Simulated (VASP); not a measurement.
**GaAs: single point with PBE**

The system is GaAs.

```
Ga As
1.0
     0.00000    2.87182    2.87182
     2.87182    0.00000    2.87182
     2.87182    2.87182    0.00000
Ga As
1 1
Cartesian
  0.0000 0.0000 0.0000
  1.4359 1.4359 1.4359
```

| Quantity | Value |
| --- | --- |
| Program | VASP 6.6.1 |
| Task | single point |
| Functional | PBE |
| Potentials or basis | VASP PAW PBE potentials, release 64 (Ga_d, As) |
| Cutoff | 520 eV |
| k mesh | 6 × 6 × 6 |
| Occupations | gaussian, width 0.01 eV |
| Spin | no spin polarisation |

The pressure is 0.2 GPa and the band gap on the k mesh is 0.17 eV, direct.

Levels at points of the mesh, in eV from the valence-band top:
```csv
k point,band 6,band 7,band 8,band 9,band 10,band 11,band 12,band 13
"(0.00, 0.00, 0.00)",-12.40,0.00,0.00,0.00,0.17,3.71,3.71,3.71
"(0.50, 0.00, 0.00)",-10.77,-6.39,-1.07,-1.07,0.87,4.61,4.61,7.70
"(0.50, 0.50, 0.00)",-10.09,-6.61,-2.52,-2.52,1.55,1.67,9.79,9.79
```

Run time: 25 s on 1 thread of Intel(R) Xeon(R) Platinum 8259CL CPU @ 2.50GHz (Skylake/Cascade Lake) (shared host), peak memory 0.16 GiB.
